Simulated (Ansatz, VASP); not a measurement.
## One calculation of Re, two programs

Contents of INCAR:

```
SYSTEM = Re
PREC = Accurate
ENCUT = 520
EDIFF = 1E-7
ISMEAR = -1
SIGMA = 0.1
LREAL = .False.
LASPH = .True.
NELM = 60
ALGO = Normal
ISIF = 2
LWAVE = .False.
LCHARG = .False.
GGA = PS
NBANDS = 14
```

The input KPOINTS:

```
Automatic mesh
0
Gamma
  11 11 11
  0 0 0
```

The input POSCAR:

```
Re
1.0
    0.0000000000      2.8343332223      2.8343332223
    2.8343332223      0.0000000000      2.8343332223
    2.8343332223      2.8343332223      0.0000000000
Re
2
Direct
    0.1250000000      0.1250000000      0.1250000000
    0.8750000000      0.8750000000      0.8750000000
```

Input for Ansatz:

```yaml
crystal:
  lattice:
    - [0.0, 2.8343332223, 2.8343332223]
    - [2.8343332223, 0.0, 2.8343332223]
    - [2.8343332223, 2.8343332223, 0.0]
  atoms:
    - { symbol: Re, position: [0.125, 0.125, 0.125] }
    - { symbol: Re, position: [0.875, 0.875, 0.875] }
hamiltonian:
  xc: pbesol
  pseudopotentials:
    kind: paw
    azcp:
      Re: "pseudopotentials/Re.paw.azcp"
basis:
  ecutwfc: 420
  fft_grid_basis: typed
kpoints:
  mp_grid: { grid: [11, 11, 11], shift: [0, 0, 0] }
magnetization:
  spin_polarized: false
scf:
  occupations: { method: fermi_dirac, width: 0.1 }
  lower_state_search: "off"
output:
  stress: true
```

Alike in both runs: task single point; functional PBEsol; k mesh 11 × 11 × 11; occupations fermi-dirac, width 0.1 eV; no spin polarisation.

|  | VASP | Ansatz |
| --- | --- | --- |
| version | VASP 6.6.1 | Ansatz 0.2.0 |
| potentials or method | VASP PAW PBE potentials, release 64 (Re), cutoff 520 eV | plane waves (420 eV) with PAW, scalar-relativistic |
| valence electrons in the cell | 14 | 30 |

VASP gave:

```
pressure (GPa) : -8.5
```

Q: What did Ansatz give for the same quantities?

A: Pressure (GPa): -7.0.

VASP's potentials were made for PBE, not for PBEsol, and Ansatz warns of the same on its side. VASP's potentials hold 14 valence electrons a cell and Ansatz's 30, so a difference there can come from the potentials and not from the codes.

Spin-orbit coupling is off throughout.
